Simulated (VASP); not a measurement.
Set up this calculation in VASP 6.6.1, as the native input.

| Property | Result |
| --- | --- |
| Task | single point |
| Functional | PBEsol |
| Potentials or basis | VASP PAW PBE potentials, release 64 (Ag) |
| Cutoff | 520 eV |
| k mesh | 10 × 10 × 6 |
| Occupations | fermi-dirac, width 0.05 eV |
| Spin | no spin polarisation |
| Dipole correction | no |
| Further INCAR settings | ALGO = Normal; EDIFF = 1e-07; NBANDS = 18 |

The structure of Ag lies in POSCAR:

```
Ag
1.0
    2.7595640018      0.0000000000      0.0000000000
   -1.3797820009      2.3898525289      0.0000000000
    0.0000000000      0.0000000000      4.4910669536
Ag
2
Direct
    0.6666666667      0.3333333333      0.7500000000
    0.3333333333      0.6666666667      0.2500000000
```

One way to write it, as run:

INCAR

```
SYSTEM = Ag
ALGO = Normal
EDIFF = 1E-7
ENCUT = 520
GGA = PS
ISIF = 2
ISMEAR = -1
LASPH = .True.
LCHARG = .False.
LREAL = .False.
LWAVE = .False.
NBANDS = 18
NELM = 60
PREC = Accurate
SIGMA = 0.05
```

KPOINTS

```
k-points
0
Gamma
  10 10 6
  0 0 0
```

Potentials or basis: VASP PAW PBE potentials, release 64 (Ag).

The run is started by

```bash
$ cat potpaw_PBE.64/Ag/POTCAR > POTCAR
$ mpirun -np 1 vasp_std > vasp.out
```

It gave:

| Item | Value |
| --- | --- |
| Pressure | 19.6 GPa |
| Band gap on the k mesh | zero (band 11 reaches 13.83 eV, above the bottom of band 12 at 6.79 eV) |

Caveat: the PAW data sets were made with another functional, which shifts forces and pressure a little.

Run time: 9.6 s on 1 thread of Intel(R) Xeon(R) 6975P-C (Granite Rapids) (shared host), peak memory 0.16 GiB.
